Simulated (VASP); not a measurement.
# IrO2 (P4_2/mnm) in VASP: single point with LDA+U

Aim: the single point of IrO2 with LDA+U.

Everything below comes from runs of VASP 6.6.1. Logs are shortened: lines on timing, memory, paths and dates and some standing lists are left out, and cuts for length are marked.

## Step 1: The cell of the first run

The structure is tetragonal, space group P4_2/mnm (No. 136). The conventional cell has a = 4.499 Å, b = 4.499 Å, c = 3.146 Å, α = 90.00°, β = 90.00°, γ = 90.00°. Within 2.6 Å of Ir (site symmetry mmm) lie 6 O at 1.98 Å. Within 2.6 Å of O (site symmetry m2m) lie 3 Ir at 1.98 Å and 1 O at 2.41 Å.

## Step 2: Single point, LDA+U, non-collinear spin, zero start

Contents of INCAR:

```
SYSTEM = IrO2
PREC     = Accurate       ! precision mode
ENCUT    = 600            ! plane-wave cutoff, eV
EDIFF    = 1E-6           ! SCF threshold, eV
ISMEAR   = 0              ! smearing method
SIGMA    = 0.05           ! smearing width, eV
LREAL    = .FALSE.        ! projectors in reciprocal space
LASPH    = .TRUE.         ! aspherical terms in the spheres
NELM     = 200            ! most SCF steps
ALGO     = Normal         ! electronic algorithm
ISIF     = 2              ! what is computed and relaxed
LWAVE    = .FALSE.        ! write WAVECAR
LCHARG   = .TRUE.         ! write CHGCAR
LNONCOLLINEAR= .TRUE.         ! non-collinear magnetism
MAGMOM   = 0 0 0 0 0 0 0 0 0 0 0 0 0 0 0 0 0 0 ! initial moments
LORBIT   = 11             ! projections on sites
LMAXMIX  = 4              ! l up to which the mixer works
LDAU     = .TRUE.         ! DFT+U
LDAUTYPE = 1            
LDAUL    = 2 -1           ! shell
LDAUU    = 4 0            ! U, eV
LDAUJ    = 0.9 0        
LDAUPRINT= 1            
LVHAR    = .TRUE.       
NBANDS   = 58             ! bands
GGA_COMPAT= .FALSE.
```

Contents of KPOINTS:

```
regular mesh
0
G
  4 4 6
  0 0 0
```

Contents of POSCAR:

```
IrO2
1.0
    4.4990002600      0.0000000000      0.0000000000
    0.0000000000      4.4990002600      0.0000000000
    0.0000000000      0.0000000000      3.1460001800
Ir O
2 4
Direct
    0.0000000000      0.0000000000      0.0000000000
    0.5000000000      0.5000000000      0.5000000000
    0.3110000000      0.3110000000      0.0000000000
    0.1890000000      0.8110000000      0.5000000000
    0.6890000000      0.6890000000      0.0000000000
    0.8110000000      0.1890000000      0.5000000000
```

Potentials or basis: VASP PAW LDA potentials, release 64 (Ir, O).

Launch:

```sh
$ cat potpaw_LDA.64/Ir/POTCAR potpaw_LDA.64/O/POTCAR > POTCAR
$ mpirun -np 1 vasp_ncl > vasp.out
```

OUTCAR:

```text
SYSTEM = IrO2
   PREC = Accurate
   ENCUT = 600
   EDIFF = 1E-6
   ISMEAR = 0
   LREAL = .FALSE.
   LASPH = .TRUE.
   NELM = 200
   ISIF = 2
   LNONCOLLINEAR = .TRUE.
   LORBIT = 11

 ion  position               nearest neighbor table
   1  0.000  0.000  0.000-   3 1.98   5 1.98   4 1.98   6 1.98   4 1.98   6 1.98
   2  0.500  0.500  0.500-   4 1.98   6 1.98   5 1.98   3 1.98   3 1.98   5 1.98
   3  0.311  0.311  0.000-   1 1.98   2 1.98   2 1.98
   4  0.189  0.811  0.500-   2 1.98   1 1.98   1 1.98
   5  0.689  0.689  0.000-   1 1.98   2 1.98   2 1.98
   6  0.811  0.189  0.500-   2 1.98   1 1.98   1 1.98

  LATTYP: Found a simple tetragonal cell.
 ALAT       =     4.4990002600
 C/A-ratio  =     0.6992665033

  Lattice vectors:

 A1 = (   4.4990002600,   0.0000000000,   0.0000000000)
 A2 = (   0.0000000000,   4.4990002600,   0.0000000000)
 A3 = (   0.0000000000,   0.0000000000,   3.1460001800)

Analysis of symmetry for initial positions (statically):
=====================================================================
 Subroutine PRICEL returns:
 Original cell was already a primitive cell.

 Routine SETGRP: Setting up the symmetry group for a
 simple tetragonal supercell.

 Subroutine GETGRP returns: Found 16 space group operations
 (whereof  8 operations were pure point group operations)
 out of a pool of 16 trial point group operations.

The static configuration has the point symmetry D_2h.
 The point group associated with its full space group is D_4h.

Analysis of symmetry for dynamics (positions and initial velocities):
=====================================================================
 Subroutine PRICEL returns:
 Original cell was already a primitive cell.

 Routine SETGRP: Setting up the symmetry group for a
 simple tetragonal supercell.

 Subroutine GETGRP returns: Found 16 space group operations
 (whereof  8 operations were pure point group operations)
 out of a pool of 16 trial point group operations.

The dynamic configuration has the point symmetry D_2h.
 The point group associated with its full space group is D_4h.

Analysis of structural, dynamic, and magnetic symmetry:
=====================================================================
 Subroutine PRICEL returns:
 Original cell was already a primitive cell.

 Routine SETGRP: Setting up the symmetry group for a
 simple tetragonal supercell.

 Subroutine GETGRP returns: Found 16 space group operations
 (whereof  8 operations were pure point group operations)
 out of a pool of 16 trial point group operations.

The overall configuration has the point symmetry D_2h.
 The point group associated with its full space group is D_4h.

 Subroutine INISYM returns: Found 16 space group operations
 (whereof  8 operations are pure point group operations),
 and found     1 'primitive' translations

----------------------------------------------------------------------------------------

                                     Primitive cell

  volume of cell :      63.6782

  direct lattice vectors                    reciprocal lattice vectors
     4.499000260  0.000000000  0.000000000     0.222271603  0.000000000  0.000000000
     0.000000000  4.499000260  0.000000000     0.000000000  0.222271603  0.000000000
     0.000000000  0.000000000  3.146000180     0.000000000  0.000000000  0.317863936

  length of vectors
     4.499000260  4.499000260  3.146000180     0.222271603  0.222271603  0.317863936
[... 192 lines left out ...]
  0.0000  0.6684  0.0000 -0.2008  0.0000      0.0000  0.0000  0.0000  0.0000  0.0000
 -0.2036  0.0000  0.8054  0.0000  0.0000     -0.0000  0.0000 -0.0000  0.0000  0.0000
  0.0000 -0.2008  0.0000  0.6684  0.0000      0.0000 -0.0000  0.0000 -0.0000  0.0000
 -0.0000  0.0000  0.0000  0.0000  0.7944      0.0000  0.0000 -0.0000  0.0000  0.0000
[... 19 lines left out ...]
  0.6537  0.0000 -0.2036  0.0000  0.0000      0.0000  0.0000  0.0000  0.0000  0.0000
  0.0000  0.6684  0.0000 -0.2008  0.0000      0.0000 -0.0000  0.0000 -0.0000  0.0000
 -0.2036  0.0000  0.8054  0.0000 -0.0000     -0.0000  0.0000 -0.0000  0.0000 -0.0000
  0.0000 -0.2008  0.0000  0.6684  0.0000      0.0000  0.0000  0.0000  0.0000  0.0000
  0.0000  0.0000 -0.0000  0.0000  0.7944     -0.0000  0.0000  0.0000  0.0000  0.0000

 occupancies and eigenvectors

  o =  0.4675  v =  0.0000 -0.6829  0.0000 -0.6829 -0.0000  0.0000  0.0998  0.0000  0.0998 -0.0000      0.0000  0.1053  0.0000  0.1053 -0.0000  0.0000  0.1124  0.0000  0.1124  0.0000
  o =  0.4675  v = -0.0000 -0.1486 -0.0000 -0.1486  0.0000  0.0000 -0.4587  0.0000 -0.4587 -0.0000      0.0000  0.0229 -0.0000  0.0229  0.0000  0.0000 -0.5167  0.0000 -0.5167  0.0000
  o =  0.5123  v = -0.0000 -0.0000 -0.0000 -0.0000  0.0000 -0.6069  0.0000 -0.4215  0.0000 -0.0000      0.0000  0.0000  0.0000 -0.0000  0.0000 -0.5534  0.0000 -0.3844  0.0000 -0.0000
  o =  0.5123  v =  0.8213 -0.0000  0.5705 -0.0000 -0.0000 -0.0000 -0.0000 -0.0000 -0.0000 -0.0000      0.0000  0.0000 -0.0000 -0.0000 -0.0000 -0.0000 -0.0000 -0.0000 -0.0000 -0.0000
  o =  0.7944  v = -0.0000 -0.0000  0.0000  0.0000 -0.9939 -0.0000 -0.0000  0.0000  0.0000  0.0000      0.0000  0.0000 -0.0000 -0.0000 -0.1105  0.0000  0.0000 -0.0000 -0.0000 -0.0000
  o =  0.7944  v = -0.0000  0.0000  0.0000 -0.0000  0.0000 -0.0000 -0.0000  0.0000  0.0000  0.7042      0.0000 -0.0000 -0.0000 -0.0000  0.0000  0.0000  0.0000 -0.0000 -0.0000 -0.7100
  o =  0.8692  v =  0.0000 -0.0000 -0.0000  0.0000  0.0000 -0.0000 -0.6416  0.0000  0.6416  0.0000      0.0000  0.0000 -0.0000 -0.0000  0.0000  0.0000  0.2972 -0.0000 -0.2972 -0.0000
  o =  0.8692  v =  0.0000 -0.3907 -0.0000  0.3907  0.0000 -0.0000  0.0000  0.0000 -0.0000  0.0000      0.0000 -0.5894  0.0000  0.5894  0.0000  0.0000  0.0000 -0.0000 -0.0000  0.0000
  o =  0.9469  v = -0.0000  0.0000  0.0000 -0.0000  0.0000 -0.2007 -0.0000  0.2890  0.0000 -0.0000      0.0000 -0.0000 -0.0000  0.0000  0.0000  0.5340  0.0000 -0.7688 -0.0000  0.0000
  o =  0.9469  v = -0.5705 -0.0000  0.8213  0.0000  0.0000  0.0000 -0.0000 -0.0000  0.0000  0.0000      0.0000  0.0000 -0.0000 -0.0000  0.0000 -0.0000  0.0000  0.0000 -0.0000 -0.0000

 number of electron      41.9999996 magnetization      -0.0000000      0.0000000      0.0000000

 Free energy of the ion-electron system (eV)
  ---------------------------------------------------
  ext. energy  EPLUGINS =         0.00000000
  ---------------------------------------------------
  free energy    TOTEN  =       -43.32703073 eV

  energy without entropy =      -43.32364576  energy(sigma->0) =      -43.32533825

 E-fermi :   5.5190     XC(G=0): -12.5052

 val. band max:        5.4941808940   @ k =   0.5000   0.5000   0.1667
 cond. band min:       5.5442490447   @ k =   0.2500   0.0000   0.3333
 fundamental gap:      0.0500681508
 Fermi energy:         5.5189996225

 k-point     1 :       0.0000    0.0000    0.0000
  band No.  band energies     occupation
      1     -15.0838      1.00000
      2     -15.0838      1.00000
      3     -13.8575      1.00000
      4     -13.8575      1.00000
      5     -12.6420      1.00000
      6     -12.6420      1.00000
[... 1357 lines left out ...]
     53      14.9906      0.00000
     54      14.9906      0.00000
 [bands above 54 left out]

------------------------ aborting loop because EDIFF is reached ----------------------------------------

  FORCE on cell =-STRESS in cart. coord.  units (eV):
  Direction    XX          YY          ZZ          XY          YZ          ZX
  --------------------------------------------------------------------------------------
  -------------------------------------------------------------------------------------
  Total       -3.8972733     -3.8972733     -2.2213166     -0.0000000      0.0000000      0.0000000
  in kB      -98.0574651    -98.0574651    -55.8895045     -0.0000000      0.0000000      0.0000000
  external PRESSURE =     -84.0014782 kB  Pullay stress =       0.0000000 kB

 VOLUME and BASIS-vectors are now :
 -----------------------------------------------------------------------------
  energy-cutoff  :      600.00
  volume of cell :       63.68
      direct lattice vectors                 reciprocal lattice vectors
     4.499000260  0.000000000  0.000000000     0.222271603  0.000000000  0.000000000
     0.000000000  4.499000260  0.000000000     0.000000000  0.222271603  0.000000000
     0.000000000  0.000000000  3.146000180     0.000000000  0.000000000  0.317863936

 POSITION                                       TOTAL-FORCE (eV/Angst)
 -----------------------------------------------------------------------------------
      0.00000      0.00000      0.00000         0.000000      0.000000     -0.000000
      2.24950      2.24950      1.57300         0.000000      0.000000     -0.000000
      1.39919      1.39919      0.00000        -0.429894     -0.429894      0.000000
      0.85031      3.64869      1.57300         0.429894     -0.429894     -0.000000
      3.09981      3.09981      0.00000         0.429894      0.429894     -0.000000
      3.64869      0.85031      1.57300        -0.429894      0.429894      0.000000
 -----------------------------------------------------------------------------------
    total drift:                                0.000000      0.000000     -0.000000

  FREE ENERGIE OF THE ION-ELECTRON SYSTEM (eV)
  ---------------------------------------------------
  free  energy   TOTEN  =       -43.3270307310 eV

  energy  without entropy=      -43.3236457594  energy(sigma->0) =      -43.32533825

 total charge

# of ion       s       p       d       tot
------------------------------------------
    1        0.628   0.845   7.108   8.580
    2        0.628   0.845   7.108   8.580
    3        1.538   3.439   0.000   4.977
    4        1.538   3.439   0.000   4.977
    5        1.538   3.439   0.000   4.977
    6        1.538   3.439   0.000   4.977
--------------------------------------------------
tot          7.407  15.444  14.216  37.067

 magnetization (x)

# of ion       s       p       d       tot
------------------------------------------
    1        0.000   0.000   0.000   0.000
    2        0.000   0.000   0.000   0.000
    3        0.000   0.000   0.000   0.000
    4       -0.000   0.000   0.000  -0.000
    5        0.000   0.000   0.000   0.000
    6       -0.000   0.000   0.000  -0.000
--------------------------------------------------
tot         -0.000   0.000   0.000  -0.000

 magnetization (y)

# of ion       s       p       d       tot
------------------------------------------
    1        0.000   0.000   0.000   0.000
    2        0.000   0.000   0.000   0.000
    3        0.000   0.000   0.000   0.000
    4       -0.000   0.000   0.000  -0.000
    5        0.000   0.000   0.000   0.000
    6       -0.000   0.000   0.000  -0.000
--------------------------------------------------
tot          0.000   0.000   0.000   0.000

 magnetization (z)

# of ion       s       p       d       tot
------------------------------------------
    1        0.000   0.000   0.000   0.000
    2        0.000   0.000   0.000   0.000
    3        0.000   0.000   0.000   0.000
    4        0.000   0.000   0.000   0.000
    5       -0.000   0.000   0.000  -0.000
    6        0.000   0.000   0.000   0.000
--------------------------------------------------
tot          0.000   0.000   0.000   0.000
```

Wall time 5.5 min (1 thread of Oxide Virtual Turin-like, shared host); peak memory 0.32 GiB.

What came out:

* Free energy: -43.3270 eV
* Pressure: -8.4 GPa
* Largest force: 0.608 eV/Å
* Band gap on the k mesh: zero (bands 42 and 43 overlap by 1.37 eV)
* Net moment: 0.00 μB per cell
* Valence electrons inside the program's atomic spheres: Ir 8.58; O 4.98

Forces on the atoms (eV/Å):
```
Ir   0.000  0.000  0.000
Ir   0.000  0.000  0.000
O   -0.430 -0.430  0.000
O    0.430 -0.430  0.000
O    0.430  0.430  0.000
O   -0.430  0.430  0.000
```

Moments on the atoms (μB; x, y, z):
```
Ir  0.00 0.00 0.00
Ir  0.00 0.00 0.00
O   0.00 0.00 0.00
O   0.00 0.00 0.00
O   0.00 0.00 0.00
O   0.00 0.00 0.00
```

Caveat: the cell stands under tension; spin-orbit coupling is left out, which moves the levels of the heavy elements.

The gap in the log of VASP goes by the Fermi energy; the results here count the filled bands.